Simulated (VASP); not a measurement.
# Cd in VASP: single point with PBEsol

Aim: the single point of Cd with PBEsol.

Everything below comes from runs of VASP 6.6.1. Logs are shortened: lines on timing, memory, paths and dates and some standing lists are left out, and cuts for length are marked.

### Step 1. The cell of the first run

The typed cell holds 1 atom: a = 3.095 Å, b = 3.096 Å, c = 3.095 Å, α = 59.99°, β = 60.02°, γ = 59.99°.

This isn't the form of Cd at room conditions, which is hcp.

### Step 2. Single point, PBEsol

INCAR reads:

```
  ALGO = Fast
  EDIFF = 1E-6
  ENCUT = 520
  GGA = PS
  ISIF = 2
  ISMEAR = 0
  LASPH = T
  LCHARG = T
  LELF = T
  LREAL = F
  LVHAR = T
  LWAVE = F
  NBANDS = 12
  NELM = 60
  PREC = Accurate
  SIGMA = 0.1
```

KPOINTS reads:

```
k-points
0
Gamma
  22 22 22
```

POSCAR reads:

```
Cd
1.0
    0.0000000000      2.1878366961      2.1892221200
    2.1890725880      0.0000000000      2.1892221200
    2.1890725880      2.1878366961      0.0000000000
Cd
1
Direct
    0.0000000000      0.0000000000      0.0000000000
```

Potentials or basis: VASP PAW PBE potentials, release 64 (Cd).

Started as:

```
$ cat potpaw_PBE.64/Cd/POTCAR > POTCAR
$ mpirun -np 1 vasp_std > vasp.out
```

OUTCAR:

```text
EDIFF = 1E-6
   ENCUT = 520
   GGA = PS
   ISIF = 2
   ISMEAR = 0
   LASPH = T
   LREAL = F
   NELM = 60
   PREC = Accurate

 ion  position               nearest neighbor table
   1  0.000  0.000  0.000-

  LATTYP: Found a face centered orthorhombic cell.
 ALAT       =     4.3756733922
 B/A-ratio  =     1.0005648922
 C/A-ratio  =     1.0006332392

  Lattice vectors:

 A1 = (   2.1890725880,   0.0000000000,  -2.1892221200)
 A2 = (   0.0000000000,   2.1878366961,  -2.1892221200)
 A3 = (   2.1890725880,   2.1878366961,   0.0000000000)

Analysis of symmetry for initial positions (statically):
=====================================================================
 Subroutine PRICEL returns:
 Original cell was already a primitive cell.

 Routine SETGRP: Setting up the symmetry group for a
 face centered orthorhombic supercell.

 Subroutine GETGRP returns: Found  8 space group operations
 (whereof  8 operations were pure point group operations)
 out of a pool of  8 trial point group operations.

The static configuration has the point symmetry D_2h.

Analysis of symmetry for dynamics (positions and initial velocities):
=====================================================================
 Subroutine PRICEL returns:
 Original cell was already a primitive cell.

 Routine SETGRP: Setting up the symmetry group for a
 face centered orthorhombic supercell.

 Subroutine GETGRP returns: Found  8 space group operations
 (whereof  8 operations were pure point group operations)
 out of a pool of  8 trial point group operations.

The dynamic configuration has the point symmetry D_2h.

 Subroutine INISYM returns: Found  8 space group operations
 (whereof  8 operations are pure point group operations),
 and found     1 'primitive' translations

----------------------------------------------------------------------------------------

                                     Primitive cell

  volume of cell :      20.9698

  direct lattice vectors                    reciprocal lattice vectors
     0.000000000  2.187836696  2.189222120    -0.228407227  0.228536253  0.228391626
     2.189072588  0.000000000  2.189222120     0.228407227 -0.228536253  0.228391626
     2.189072588  2.187836696  0.000000000     0.228407227  0.228536253 -0.228391626

  length of vectors
     3.095048126  3.095921880  3.094942359     0.395678424  0.395678424  0.395678424

  position of ions in fractional coordinates (direct lattice)
     0.000000000  0.000000000  0.000000000
[... 76 lines left out ...]
   EDIFF  = 0.1E-05   stopping-criterion for ELM
   LREAL  =      F    real-space projection
[... 7 lines left out ...]
   TEBEG  =    0.0;   TEEND  =   0.0 temperature during run
   PSTRESS=    0.0 pullay stress
   NELECT =      12.0000    total number of electrons
   NUPDOWN=      -1.0000    fix difference up-down
   EMIN   =  10.00;   EMAX   =-10.00  energy-range for DOS
   EFERMI =   0.00;   METHOD = LEGACY
   ISMEAR =     0;   SIGMA  =   0.10  broadening in eV -4-tet -1-fermi 0-gaus
   EFERMI_NEDOS =   21; number of points for ismear=-14 and -15
   IALGO  =     68    algorithm
   IMIX   =      4    mixing-type and parameters
     AMIX     =   0.40;   BMIX     =  1.00
     AMIX_MAG =   1.60;   BMIX_MAG =  1.00
  volume/ion in A,a.u.               =      20.97       141.51
  Fermi-wavevector in a.u.,A,eV,Ry     =   1.359159  2.568438 25.134224  1.847313
  Thomas-Fermi vector in A             =   2.485931
   LORBIT       =      0    0 simple, 1 ext, 2 COOP (PROOUT), +10 PAW based schemes
   GGA     = PS    functional components
   LHFCALC =     F    Hartree Fock is set to
   AEXX    =    0.0000 exact exchange contribution
   IVDW    =     0    specifies the selected vdW correction
   LEPSILON=     F    determine dielectric tensor
   LRPA    =     F    only Hartree local field effects (RPA)
 non-spin polarized calculation
 RMM-DIIS sequential band-by-band and
 Gauss-broadening in eV      SIGMA  =   0.10
  energy-cutoff  :      520.00
  volume of cell :       20.97
 maximum number of plane-waves:       588
   NGX = 11   NGY = 11   NGZ = 11

 number of electron      12.0000006 magnetization

 Free energy of the ion-electron system (eV)
  ---------------------------------------------------
  ext. energy  EPLUGINS =         0.00000000
  ---------------------------------------------------
  free energy    TOTEN  =        -1.18616778 eV

  energy without entropy =       -1.18394864  energy(sigma->0) =       -1.18505821

 E-fermi :   2.9196     XC(G=0): -11.3783

 val. band max:        2.9183331032   @ k =  -0.3182   0.2273   0.3182
 cond. band min:       2.9235476111   @ k =  -0.4091   0.4091   0.0000
 fundamental gap:      0.0052145079
 Fermi energy:         2.9195985398

 k-point     1 :       0.0000    0.0000    0.0000
  band No.  band energies     occupation
      1      -6.2330      2.00000
      2      -6.2328      2.00000
      3      -6.2308      2.00000
      4      -6.1779      2.00000
      5      -5.7322      2.00000
      6      -5.7303      2.00000
      7      16.9805      0.00000
      8      18.2681      0.00000
      9      18.2682      0.00000
     10      18.2682      0.00000
     11      21.7278      0.00000
     12      21.7284      0.00000
[... 331 lines left out ...]
 k-point    24 :      -0.4545    0.0455    0.0000
  band No.  band energies     occupation
      1      -6.7787      2.00000
      2      -6.2329      2.00000
      3      -6.2108      2.00000
      4      -5.3515      2.00000
      5      -5.3425      2.00000
      6       0.0992      2.00000
      7       2.1612      2.00000
      8      15.0582      0.00000
      9      15.7615      0.00000
     10      16.0406      0.00000
     11      19.9271      0.00000
     12      20.3000      0.00000

 [... further k-points ...]

------------------------ aborting loop because EDIFF is reached ----------------------------------------

  FORCE on cell =-STRESS in cart. coord.  units (eV):
  Direction    XX          YY          ZZ          XY          YZ          ZX
  --------------------------------------------------------------------------------------
  -------------------------------------------------------------------------------------
  Total        0.0487794      0.0504830      0.0485582      0.0000000      0.0000000      0.0000000
  in kB        3.7269350      3.8570982      3.7100386      0.0000000      0.0000000      0.0000000
  external PRESSURE =       3.7646906 kB  Pullay stress =       0.0000000 kB

 VOLUME and BASIS-vectors are now :
 -----------------------------------------------------------------------------
  energy-cutoff  :      520.00
  volume of cell :       20.97
      direct lattice vectors                 reciprocal lattice vectors
     0.000000000  2.187836696  2.189222120    -0.228407227  0.228536253  0.228391626
     2.189072588  0.000000000  2.189222120     0.228407227 -0.228536253  0.228391626
     2.189072588  2.187836696  0.000000000     0.228407227  0.228536253 -0.228391626

 POSITION                                       TOTAL-FORCE (eV/Angst)
 -----------------------------------------------------------------------------------
      0.00000      0.00000      0.00000         0.000000     -0.000000      0.000000
 -----------------------------------------------------------------------------------
    total drift:                               -0.000000     -0.000000     -0.000000

  FREE ENERGIE OF THE ION-ELECTRON SYSTEM (eV)
  ---------------------------------------------------
  free  energy   TOTEN  =        -1.1861677836 eV

  energy  without entropy=       -1.1839486357  energy(sigma->0) =       -1.18505821
```

OSZICAR:

```text
N       E                     dE             d eps       ncg     rms          rms(c)
DAV:   1     0.706030919579E+02    0.70603E+02   -0.70099E+03 39176   0.100E+03
DAV:   2    -0.162254102756E-01   -0.70619E+02   -0.67149E+02 40064   0.239E+02
DAV:   3    -0.127116854597E+01   -0.12549E+01   -0.12543E+01 43596   0.359E+01
DAV:   4    -0.127267928183E+01   -0.15107E-02   -0.15107E-02 40932   0.123E+00
DAV:   5    -0.127268271201E+01   -0.34302E-05   -0.34300E-05 43820   0.587E-02    0.333E+00
RMM:   6    -0.119283692114E+01    0.79846E-01   -0.13123E-01 37657   0.388E+00    0.264E+00
RMM:   7    -0.118706315243E+01    0.57738E-02   -0.68867E-03 38610   0.751E-01    0.141E+00
RMM:   8    -0.118614948674E+01    0.91367E-03   -0.13667E-03 40651   0.582E-01    0.777E-02
RMM:   9    -0.118616100354E+01   -0.11517E-04   -0.43858E-05 41565   0.848E-02    0.184E-02
RMM:  10    -0.118616911145E+01   -0.81079E-05   -0.20957E-05 40585   0.684E-02    0.177E-02
RMM:  11    -0.118616779550E+01    0.13160E-05   -0.44205E-06 39168   0.226E-02    0.277E-03
RMM:  12    -0.118616778357E+01    0.11931E-07   -0.82308E-08 24133   0.395E-03
   1 F= -.11861678E+01 E0= -.11850582E+01  d E =-.221915E-02
```

stdout:

```text
POSCAR found type information on POSCAR Cd
 POSCAR found :  1 types and       1 ions
 scaLAPACK will be used
 -----------------------------------------------------------------------------
|                                                                             |
|                                                                             |
|     You enforced a specific xc type in the INCAR file but a different       |
|     I HOPE YOU KNOW WHAT YOU ARE DOING!                                     |
|                                                                             |
 -----------------------------------------------------------------------------

 LDA part: xc-table for (Slater+PW92), standard interpolation
 POSCAR, INCAR and KPOINTS ok, starting setup
 FFT: planning ... GRIDC
 FFT: planning ... GRID_SOFT
 FFT: planning ... GRID
 WAVECAR not read
 entering main loop
WARNING in EDDRMM: call to ZHEGV failed, returncode =   8  4     12
```

It took 3.7 min on 1 thread of AMD EPYC 9R14 (Zen 4), shared host; peak memory 0.42 GiB.

What came out:

* Free energy: -1.1862 eV
* Pressure: 0.4 GPa
* Band gap on the k mesh: zero (bands 6 and 7 overlap by 2.90 eV)

Levels at points of the mesh, in eV from the Fermi level:
```csv
k point,band 4,band 5,band 6,band 7,band 8,band 9
"(0.00, 0.00, 0.00)",-9.10,-8.65,-8.65,14.06,15.35,15.35
"(0.50, 0.00, 0.00)",-8.24,-8.24,-2.49,-1.24,12.89,12.91
"(0.50, 0.50, 0.00)",-8.14,-8.14,-0.91,1.54,6.93,6.93
"(0.50, 0.00, 0.50)",-8.14,-8.14,-0.91,1.56,6.92,6.92
"(0.00, 0.50, 0.50)",-8.14,-8.14,-0.91,1.55,6.92,6.93
```

Caveat: the PAW data sets were made with another functional, which shifts forces and pressure a little.
